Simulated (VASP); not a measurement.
A run of VASP 6.6.1:

File INCAR:

```
ALGO = Normal
EDIFF = 1E-7
ENCUT = 520
GGA = PE
ISIF = 2
ISMEAR = 0
LASPH = T
LCHARG = F
LREAL = F
LWAVE = F
NBANDS = 19
NELM = 60
PREC = Accurate
SIGMA = 0.1
```

The input KPOINTS:

```
k-points
0
Gamma
  6 6 4
```

Contents of POSCAR:

```
GePt
1.0
    3.1126906205      0.0000000000      0.0000000000
    0.0000000000      3.1126906205      0.0000000000
    0.0000000000      0.0000000000      3.3373302500
Ge Pt
1 1
Direct
    0.5000000000      0.5000000000      0.5000000000
    0.0000000000      0.0000000000      0.0000000000
```

Potentials or basis: VASP PAW PBE potentials, release 64 (Ge_d, Pt).

Run with:

```bash
$ cat potpaw_PBE.64/Ge_d/POTCAR potpaw_PBE.64/Pt/POTCAR > POTCAR
$ mpirun -np 1 vasp_std > vasp.out
```

Hardware: 1 thread of AMD EPYC 7R43 64-Core Processor (Zen 3) (shared host).

Question: How long does it take, and how much memory?

Answer: It took 20 s on 1 thread of AMD EPYC 7R43 64-Core Processor (Zen 3) (shared host), peak memory 0.12 GiB. Counts: scf iterations 13, k points 30.
